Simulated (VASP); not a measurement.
# HC18Cl in VASP: a series of runs, part 2 of 2

VASP 6.6.1. The steps go on from the part before.

### Step 3. Single point, PBE+D3(BJ)

File INCAR:

```
SYSTEM = HC18Cl
ALGO = Normal
EDIFF = 1E-7
ENCUT = 520
GGA = PE
ISIF = 2
ISMEAR = -1
IVDW = 12
LASPH = .TRUE.
LCHARG = .FALSE.
LREAL = Auto
LWAVE = .FALSE.
NBANDS = 56
NELM = 80
PREC = Accurate
SIGMA = 0.02
```

File KPOINTS:

```
k-points
0
G
  2 2 1
  0 0 0
```

File POSCAR:

```
HC18Cl
1.0
    7.3980000000      0.0000000000      0.0000000000
   -3.6990000000      6.4068560000      0.0000000000
    0.0000000000      0.0000000000     11.0000000000
C Cl H
18 1 1
Direct
   -0.0026814082     -0.0056985829      0.0891039091
    0.2216315371      0.1064206843      0.0891308182
   -0.0003683001      0.3283474765      0.0887719091
    0.2193367313      0.4383866283      0.0888607273
   -0.0016153975      0.6598865341      0.0888172727
    0.2208242339      0.7709912631      0.0887669091
    0.3328053692     -0.0047336790      0.0890710909
    0.5525656398      0.1050404442      0.0891787273
    0.3314927187      0.3261587275      0.0891318182
    0.5538536255      0.4374109548      0.0891792727
    0.3305885472      0.6609313523      0.0888947273
    0.5549522933      0.7730986930      0.0891947273
    0.6648454986     -0.0071392271      0.0891929091
    0.8873106302      0.1040767890      0.0890710000
    0.6635641741      0.3273575994      0.0891439091
    0.8882429757      0.4396132830      0.0889951818
    0.6661226157      0.6619151422      0.0891602727
    0.8859788852      0.7719731800      0.0890349091
    1.0180538815      0.5299888120      0.4105300909
    0.9682160835      0.5216024833      0.2967698182
```

Potentials or basis: VASP PAW PBE potentials, release 64 (C, Cl, H).

On the command line:

```sh
$ cat potpaw_PBE.64/C/POTCAR potpaw_PBE.64/Cl/POTCAR potpaw_PBE.64/H/POTCAR > POTCAR
$ mpirun -np 1 vasp_std > vasp.out
```

OUTCAR:

```text
SYSTEM = HC18Cl
   EDIFF = 1E-7
   ENCUT = 520
   GGA = PE
   ISIF = 2
   ISMEAR = -1
   IVDW = 12
   LASPH = .TRUE.
   LREAL = Auto
   NELM = 80
   PREC = Accurate
 IVDW          = 12

 ion  position               nearest neighbor table
   1  0.997  0.994  0.089-  14 1.41  18 1.42   2 1.44
   2  0.222  0.106  0.089-   9 1.41   7 1.42   1 1.44
   3  1.000  0.328  0.089-   4 1.41  16 1.43  14 1.44
   4  0.219  0.438  0.089-   3 1.41  11 1.43   9 1.44
   5  0.998  0.660  0.089-  16 1.41   6 1.43  18 1.44
   6  0.221  0.771  0.089-  11 1.41   5 1.43   7 1.44
[... 10 lines left out ...]
  17  0.666  0.662  0.089-  18 1.41  12 1.42  10 1.44
  18  0.886  0.772  0.089-  17 1.41   1 1.42   5 1.44
  19  0.018  0.530  0.411-  20 1.30
  20  0.968  0.522  0.297-  19 1.30

  LATTYP: Found a hexagonal cell.
 ALAT       =     7.3980000000
 C/A-ratio  =     1.4868883482

  Lattice vectors:

 A1 = (   7.3980000000,   0.0000000000,   0.0000000000)
 A2 = (  -3.6990000000,   6.4068560000,   0.0000000000)
 A3 = (   0.0000000000,   0.0000000000,  11.0000000000)

Analysis of symmetry for initial positions (statically):
=====================================================================
 Subroutine PRICEL returns:
 Original cell was already a primitive cell.

 Routine SETGRP: Setting up the symmetry group for a
 hexagonal supercell.

 Subroutine GETGRP returns: Found  1 space group operations
 (whereof  1 operations were pure point group operations)
 out of a pool of 24 trial point group operations.

The static configuration has the point symmetry C_1 .

Analysis of symmetry for dynamics (positions and initial velocities):
=====================================================================
 Subroutine PRICEL returns:
 Original cell was already a primitive cell.

 Routine SETGRP: Setting up the symmetry group for a
 hexagonal supercell.

 Subroutine GETGRP returns: Found  1 space group operations
 (whereof  1 operations were pure point group operations)
 out of a pool of 24 trial point group operations.

The dynamic configuration has the point symmetry C_1 .

 Subroutine INISYM returns: Found  1 space group operations
 (whereof  1 operations are pure point group operations),
 and found     1 'primitive' translations

----------------------------------------------------------------------------------------

                                     Primitive cell

  volume of cell :     521.3771

  direct lattice vectors                    reciprocal lattice vectors
     7.398000000  0.000000000  0.000000000     0.135171668  0.078041398  0.000000000
    -3.699000000  6.406856000  0.000000000     0.000000000  0.156082796  0.000000000
     0.000000000  0.000000000 11.000000000     0.000000000  0.000000000  0.090909091

  length of vectors
     7.398000000  7.398000054 11.000000000     0.156082797  0.156082796  0.090909091

  position of ions in fractional coordinates (direct lattice)
     0.997318592  0.994301417  0.089103909
     0.221631537  0.106420684  0.089130818
     0.999631700  0.328347476  0.088771909
     0.219336731  0.438386628  0.088860727
[... 60 lines left out ...]

 Subroutine IBZKPT returns following result:
 ===========================================

 Found      4 irreducible k-points:

 Following reciprocal coordinates:
            Coordinates               Weight
  0.000000  0.000000  0.000000      1.000000
  0.500000 -0.000000  0.000000      1.000000
  0.000000  0.500000  0.000000      1.000000
  0.500000  0.500000  0.000000      1.000000
   k-points           NKPTS =      4   k-points in BZ     NKDIM =      4   number of bands    NBANDS=     56
   number of dos      NEDOS =    301   number of ions     NIONS =     20
   total plane-waves  NPLWV = 263424
   dimension x,y,z NGX =    56 NGY =   56 NGZ =   84
   dimension x,y,z NGXF=   112 NGYF=  112 NGZF=  168
   ions per type =              18   1   1
   NGX,Y,Z   is equivalent  to a cutoff of  12.58, 12.58, 12.70 a.u.
   NGXF,Y,Z  is equivalent  to a cutoff of  25.17, 25.17, 25.39 a.u.
 SYSTEM =  HC18Cl
   PREC   = accura    normal or accurate (medium, high low for compatibility)
   ISTART =      0    job   : 0-new  1-cont  2-samecut
   ICHARG =      2    charge: 1-file 2-atom 10-const
   ISPIN  =      1    spin polarized calculation?
   LNONCOLLINEAR =      F non collinear calculations
   LSORBIT =      F    spin-orbit coupling
   LASPH  =      T    aspherical Exc in radial PAW
   ENCUT  =  520.0 eV  38.22 Ry    6.18 a.u.  13.76 13.76 20.45*2*pi/ulx,y,z
   NELM   =     80;   NELMIN=  2; NELMDL= -5     # of ELM steps
   EDIFF  = 0.1E-06   stopping-criterion for ELM
   LREAL  =      T    real-space projection
   EDIFFG = 0.1E-05   stopping-criterion for IOM
   NSW    =      0    number of steps for IOM
   IBRION =     -1    ionic relax: 0-MD 1-quasi-New 2-CG
   NFREE  =      0    steps in history (QN), initial steepest desc. (CG)
   ISIF   =      2    stress and relaxation
   ISYM   =      2    0-nonsym 1-usesym 2-fastsym
   POTIM  = 0.5000    time-step for ionic-motion
   TEBEG  =    0.0;   TEEND  =   0.0 temperature during run
   PSTRESS=    0.0 pullay stress
   NELECT =      80.0000    total number of electrons
   NUPDOWN=      -1.0000    fix difference up-down
   EMIN   =  10.00;   EMAX   =-10.00  energy-range for DOS
   EFERMI =   0.00;   METHOD = LEGACY
   ISMEAR =    -1;   SIGMA  =   0.02  broadening in eV -4-tet -1-fermi 0-gaus
   EFERMI_NEDOS =   21; number of points for ismear=-14 and -15
   IALGO  =     38    algorithm
   IMIX   =      4    mixing-type and parameters
     AMIX     =   0.40;   BMIX     =  1.00
     AMIX_MAG =   1.60;   BMIX_MAG =  1.00
  volume/ion in A,a.u.               =      26.07       175.92
  Fermi-wavevector in a.u.,A,eV,Ry     =   0.876437  1.656226 10.451210  0.768142
  Thomas-Fermi vector in A             =   1.996247
   LORBIT       =      0    0 simple, 1 ext, 2 COOP (PROOUT), +10 PAW based schemes
   GGA     = PE    functional components
   LHFCALC =     F    Hartree Fock is set to
   AEXX    =    0.0000 exact exchange contribution
   IVDW    =    12    specifies the selected vdW correction
   LEPSILON=     F    determine dielectric tensor
   LRPA    =     F    only Hartree local field effects (RPA)
 non-spin polarized calculation
  energy-cutoff  :      520.00
  volume of cell :      521.38
 maximum number of plane-waves:     14099
 NGX is ok and might be reduce to    56
   NGX = 27   NGY = 27   NGZ = 41

 number of electron      79.9999995 magnetization

 Free energy of the ion-electron system (eV)
  ---------------------------------------------------
  ext. energy  EPLUGINS =         0.00000000
  ---------------------------------------------------
  free energy    TOTEN  =      -171.73966892 eV

  energy without entropy =     -171.73854129  energy(sigma->0) =     -171.73910511

 E-fermi :  -1.4203     XC(G=0):  -4.6279

 val. band max:       -1.5165593208   @ k =   0.0000   0.0000   0.0000
 cond. band min:      -1.3209283008   @ k =   0.0000   0.0000   0.0000
 fundamental gap:      0.1956310200
 Fermi energy:        -1.4203094434

 k-point     1 :       0.0000    0.0000    0.0000
  band No.  band energies     occupation
      1     -20.9441      2.00000
      2     -18.4576      2.00000
      3     -18.4145      2.00000
      4     -18.3733      2.00000
      5     -18.3548      2.00000
      6     -18.2862      2.00000
[... 209 lines left out ...]
     51       4.6068      0.00000
     52       4.6541      0.00000
 [bands above 52 left out]

------------------------ aborting loop because EDIFF is reached ----------------------------------------

 Edisp (eV)   -1.77545

 E8    (eV) :    -0.5434

  FORCE on cell =-STRESS in cart. coord.  units (eV):
  Direction    XX          YY          ZZ          XY          YZ          ZX
  --------------------------------------------------------------------------------------
  -------------------------------------------------------------------------------------
  Total       1.07162     1.14482    -0.35710    -0.00380     0.00085    -0.04738
  in kB       3.29307     3.51799    -1.09737    -0.01169     0.00261    -0.14558
  external pressure =        1.90 kB  Pullay stress =        0.00 kB

 VOLUME and BASIS-vectors are now :
 -----------------------------------------------------------------------------
  energy-cutoff  :      520.00
  volume of cell :      521.38
      direct lattice vectors                 reciprocal lattice vectors
     7.398000000  0.000000000  0.000000000     0.135171668  0.078041398  0.000000000
    -3.699000000  6.406856000  0.000000000     0.000000000  0.156082796  0.000000000
     0.000000000  0.000000000 11.000000000     0.000000000  0.000000000  0.090909091

 POSITION                                       TOTAL-FORCE (eV/Angst)
 -----------------------------------------------------------------------------------
      3.70024      6.37035      0.98014        -0.015432      0.002636      0.000609
      1.24598      0.68182      0.98044         0.012951      0.001181      0.000856
      6.18072      2.10367      0.97649        -0.029671      0.009559     -0.002037
      0.00106      2.80868      0.97747         0.016535      0.026590      0.002277
      4.94513      4.22780      0.97699        -0.012046     -0.025283      0.001171
     -1.21824      4.93963      0.97644         0.006208     -0.004005     -0.000757
[... 12 lines left out ...]
     -1.82687      3.39556      4.51583        -0.037429     -0.005258     -0.139821
      5.23346      3.34183      3.26447         0.037524      0.007771      0.141644
 -----------------------------------------------------------------------------------
    total drift:                                0.010382     -0.012937      0.005835

  FREE ENERGIE OF THE ION-ELECTRON SYSTEM (eV)
  ---------------------------------------------------
  free  energy   TOTEN  =      -173.5151169772 eV

  energy  without entropy=     -173.5139893447  energy(sigma->0) =     -173.51455316
```

Wall time 2.4 min (1 thread of Intel Xeon 6975P-C (Granite Rapids), shared host); peak memory 0.61 GiB.

What came out:

| Property | Result |
| --- | --- |
| Free energy | -173.5151 eV |
| Largest force | 0.147 eV/Å |
| Band gap on the k mesh | 0.20 eV, direct |
| Dispersion energy per atom | -0.089 eV |

Forces in eV/Å, atoms in the order of the input:
```
C   -0.015  0.003  0.001
C    0.013  0.001  0.001
C   -0.030  0.010 -0.002
C    0.017  0.027  0.002
C   -0.012 -0.025  0.001
C    0.006 -0.004 -0.001
C    0.005 -0.003  0.000
C    0.013 -0.007 -0.002
C    0.003  0.024  0.002
C   -0.002  0.016 -0.001
C   -0.001 -0.013 -0.001
C    0.000 -0.019 -0.002
C    0.004  0.018  0.001
C   -0.010 -0.006  0.000
C    0.029  0.011 -0.001
C   -0.011  0.000 -0.004
C    0.005 -0.014  0.000
C   -0.012 -0.021  0.005
Cl  -0.037 -0.005 -0.140
H    0.038  0.008  0.142
```

Caveat: the k points lie up to 0.49 Å⁻¹ apart.
